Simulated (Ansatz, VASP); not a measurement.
# Two plane-wave programs on SbWSe3

```xyz
5
Lattice="4.9511 0.0000 0.0000 0.0000 4.9511 0.0000 0.0000 0.0000 4.9511" Properties=species:S:1:pos:R:3 pbc="T T T"
Sb    0.0000    0.0000    0.0000
W     2.4756    2.4756    2.4756
Se    0.0000    2.4756    2.4756
Se    2.4756    0.0000    2.4756
Se    2.4756    2.4756    0.0000
```

Alike in both runs: functional PBE; k mesh 8 × 8 × 8; occupations gaussian, width 0.1 eV; no spin polarisation.

Ansatz relaxed the structure, and its values are those at the end. VASP's run is a single point on that final structure, the one shown.

```csv
,VASP,Ansatz
version,VASP 6.6.1,Ansatz 0.2.0
potentials or method,"VASP PAW PBE potentials, release 64 (Sb, W_sv, Se), cutoff 520 eV","scalar-relativistic, plane waves, PAW"
valence electrons in the cell,37,77
```

VASP gave:

* gap on the k mesh at the Fermi level (eV): none
* pressure (GPa): 0.1

Q: Estimate Ansatz's values.

A: gap on the k mesh at the Fermi level (eV): none; pressure (GPa): 0.0.

A gap of «none» marks a metal or a gap that the smearing closes. VASP's potentials hold 37 valence electrons a cell and Ansatz's 77, so a difference there can come from the potentials and not from the codes.

Neither program's run includes spin-orbit coupling.
